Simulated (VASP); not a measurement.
A run of VASP 6.6.1 is set up as follows.

Contents of INCAR:

```
ALGO = Normal ; EDIFF = 1E-6
ENCUT = 500 ; GGA = PE
GGA_COMPAT = F ; ISIF = 2
ISMEAR = 0 ; LASPH = T
LCHARG = T ; LELF = T
LMAXMIX = 6 ; LREAL = F
LVHAR = T ; LWAVE = F
NBANDS = 24 ; NELM = 200
PREC = Accurate ; SIGMA = 0.1
```

KPOINTS

```
k-points
0
Gamma
  6 6 2
```

POSCAR

```
TbPIr2
1.0
    2.0158922661     -2.0149877052      0.0000000000
    2.0158922661      2.0149877052      0.0000000000
    0.0000000000      0.0000000000      9.7603026109
Tb P Ir
1 1 2
Direct
    0.5000000000      0.5000000000      0.0000000000
    0.5000000000      0.5000000000      0.5000000000
    0.5000000000      0.5000000000      0.2802279995
    0.5000000000      0.5000000000      0.7197720005
```

Potentials or basis: VASP PAW PBE potentials, release 64 (Tb_3, P, Ir), 4f in core.

Run with:

```bash
$ cat potpaw_PBE.64/Tb_3/POTCAR potpaw_PBE.64/P/POTCAR potpaw_PBE.64/Ir/POTCAR > POTCAR
$ mpirun -np 1 vasp_std > vasp.out
```

Estimate the largest force.

0.143 eV/Å.

Estimate the pressure.

0.7 GPa.

What does it give for the band gap on the k mesh?

Zero (bands 16 and 17 overlap by 2.89 eV).

Stress tensor (GPa, compression positive):
```
0.37 0.00 0.00
0.00 0.38 0.00
0.00 0.00 1.48
```

Caveat: the k points lie up to 0.37 Å⁻¹ apart, too coarse for converged energies and pressures of a metal; spin-orbit coupling is left out, which moves the levels of the heavy elements; the 4f electrons are frozen in the core, so they carry no moment and show no levels. Spin polarisation is off, so any magnetic state and its effect on volume and gap are missing.
